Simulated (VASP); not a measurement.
Wanted: the native input for a VASP 6.6.1 run.

```yaml
Task: single point
Functional: PBEsol
Potentials_or_basis: VASP PAW PBE potentials, release 64 (Ca_sv)
Cutoff: 520 eV
k_mesh: 13 × 13 × 13
Occupations: fermi-dirac, width 0.1 eV
Spin: no spin polarisation
Dipole_correction: no
Further_INCAR_settings: ALGO = Normal; EDIFF = 1e-06; NBANDS = 11
```

The structure of Ca lies in POSCAR:

```
Ca
1.0
    2.5888500000      0.0000000000      0.0000000000
    0.0000000000      2.5888500000      0.0000000000
    0.0000000000      0.0000000000      2.6150000000
Ca
1
Direct
    0.0000000000      0.0000000000      0.0000000000
```

These files were run (other wordings do the same):

INCAR

```
  ALGO = Normal
  EDIFF = 1E-6
  ENCUT = 520
  GGA = PS
  ISIF = 2
  ISMEAR = -1
  LASPH = True
  LCHARG = False
  LREAL = False
  LWAVE = False
  NBANDS = 11
  NELM = 100
  PREC = Accurate
  SIGMA = 0.1
```

KPOINTS

```
k-points
0
Gamma
  13 13 13
```

Potentials or basis: VASP PAW PBE potentials, release 64 (Ca_sv).

Launch:

```bash
$ cat potpaw_PBE.64/Ca_sv/POTCAR > POTCAR
$ mpirun -np 1 vasp_std > vasp.out
```

Results of the run:

```yaml
Pressure: 40.8 GPa
Band_gap_on_the_k_mesh: zero (band 5 reaches 6.75 eV, above the bottom of band 6 at 6.00 eV)
```

Caveat: the PAW data sets were made with another functional, which shifts forces and pressure a little.

It took 14 s on 1 thread of Intel(R) Xeon(R) Platinum 8488C (Sapphire Rapids) (shared host), peak memory 0.15 GiB.
